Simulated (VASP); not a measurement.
## SnSe: single point with r2SCAN

Crystal: SnSe.

```
CELL_PARAMETERS angstrom
0.13117 3.04322 3.04322
3.04322 0.13117 3.04322
3.04322 3.04322 0.13117
ATOMIC_POSITIONS crystal
Sn 0.00000 0.00000 0.00000
Se 0.50000 0.50000 0.50000
```

This cell differs from its parent crystal: epitaxial 111 strain -3.0%.

```
Program                : VASP 6.6.1
Task                   : single point
Functional             : r2SCAN
Potentials or basis    : VASP PAW PBE potentials, release 64 (Sn_d, Se)
Cutoff                 : 520 eV
k mesh                 : 8 × 8 × 8
Occupations            : fermi-dirac, width 0.02 eV
Spin                   : no spin polarisation
Dipole correction      : no
Further INCAR settings : ALGO = Normal; EDIFF = 1e-06; NBANDS = 17
```

```yaml
Pressure: 1.7 GPa
Band_gap_on_the_k_mesh: 0.01 eV (least direct gap 0.58 eV)
```

Stress tensor (GPa, compression positive):
```
 1.71 -0.85 -0.85
-0.85  1.71 -0.85
-0.85 -0.85  1.71
```

Levels at points of the mesh, in eV from the valence-band top:
| k point | band 7 | band 8 | band 9 | band 10 | band 11 | band 12 | band 13 | band 14 |
| --- | --- | --- | --- | --- | --- | --- | --- | --- |
| (0.00, 0.00, 0.00) | -5.55 | -3.51 | -2.90 | -2.90 | 4.09 | 4.09 | 4.25 | 5.12 |
| (0.50, 0.00, 0.00) | -9.04 | -3.02 | -2.77 | -0.61 | 0.09 | 0.58 | 0.78 | 8.24 |
| (0.50, 0.50, 0.00) | -6.74 | -6.55 | -4.85 | -4.39 | 2.66 | 5.17 | 5.18 | 6.12 |
| (0.50, 0.50, 0.50) | -9.38 | -2.61 | -2.61 | 0.00 | 0.58 | 1.12 | 1.12 | 8.17 |

It took 59 s on 1 thread of Intel(R) Xeon(R) 6975P-C (Granite Rapids), with other jobs on the host, peak memory 0.22 GiB.

Caveat: the cell differs from its parent crystal (epitaxial 111 strain -3.0%); the smearing spreads over this small gap; the structure was generated, so it needn't be the stable form of SnSe; semilocal functionals underestimate gaps, and a narrow one can read as zero; the PAW data sets were made with another functional, which shifts forces and pressure a little; spin-orbit coupling is left out, which moves the levels of the heavy elements. A k mesh can miss the band edges.
